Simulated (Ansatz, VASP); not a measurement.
## One calculation of In2Sb, two programs

```
In Sb
1.0
     5.37990    0.00000    0.00000
    -2.68995    4.65913    0.00000
     0.00000    0.00000    6.72255
In Sb
4 2
Direct
  0.66667 0.33333 0.25000
  0.33333 0.66667 0.75000
  0.00000 0.00000 0.50000
  0.00000 0.00000 0.00000
  0.66667 0.33333 0.75000
  0.33333 0.66667 0.25000
```

Alike in both runs: task single point; functional PBEsol; k mesh 12 × 12 × 8; occupations gaussian, width 0.1 eV; no spin polarisation.

|  | VASP | Ansatz |
| --- | --- | --- |
| version | VASP 6.6.1 | Ansatz 0.2.0 |
| potentials or method | VASP PAW PBE potentials, release 64 (In_d, Sb), cutoff 520 eV | scalar-relativistic, plane waves, PAW |
| valence electrons in the cell | 62 | 82 |

```tsv
	VASP	Ansatz	Ansatz less VASP
gap on the k mesh at the Fermi level (eV)	none	none	-
pressure (GPa)	-2.6	-2.6	+0.03
traceless stress, the component that is largest in VASP (GPa)	-0.90	-0.88	+0.016
```

VASP's potentials were made for PBE, not for PBEsol. A gap of «none» marks a metal or a gap that the smearing closes. With one functional, cell and mesh, what is left measures potentials, basis and numerics. VASP's potentials hold 62 valence electrons a cell and Ansatz's 82, so a difference there can come from the potentials and not from the codes.

Neither program's run includes spin-orbit coupling.
